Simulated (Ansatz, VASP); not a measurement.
Cd3SeS2: VASP beside Ansatz

```
CELL_PARAMETERS angstrom
4.25230 0.00000 0.00000
-2.12615 3.68260 0.00000
0.00000 0.00000 10.42849
ATOMIC_POSITIONS crystal
Cd 0.00000 0.00000 0.99097
Cd 0.33333 0.66667 0.66659
Cd 0.66667 0.33333 0.34292
Se 0.00000 0.00000 0.24786
S 0.33333 0.66667 0.91300
S 0.66667 0.33333 0.58866
```

Alike in both runs: task single point; functional r2SCAN; k mesh 6 × 6 × 4; occupations gaussian, width 0.02 eV; no spin polarisation.

```csv
,VASP,Ansatz
version,VASP 6.6.1,Ansatz 0.2.0
potentials or method,"VASP PAW PBE potentials, release 64 (Cd, Se, S), cutoff 520 eV","scalar-relativistic, plane waves, PAW"
valence electrons in the cell,54,88
```

|  | VASP | Ansatz | Ansatz less VASP |
| --- | --- | --- | --- |
| gap on the k mesh at the Fermi level (eV) | 1.10 | 1.11 | +0.008 |
| least direct gap on the mesh (eV) | 1.10 | 1.11 | +0.008 |
| pressure (GPa) | -1.2 | -1.4 | -0.25 |
| rms of the force components (eV/Å) | 0.006 | 0.006 | +0.0002 |

VASP's potentials were made for PBE, not for r2SCAN. Atom by atom the forces differ by 0.002 eV/Å (rms over components). VASP's potentials hold 54 valence electrons a cell and Ansatz's 88, so a difference there can come from the potentials and not from the codes.
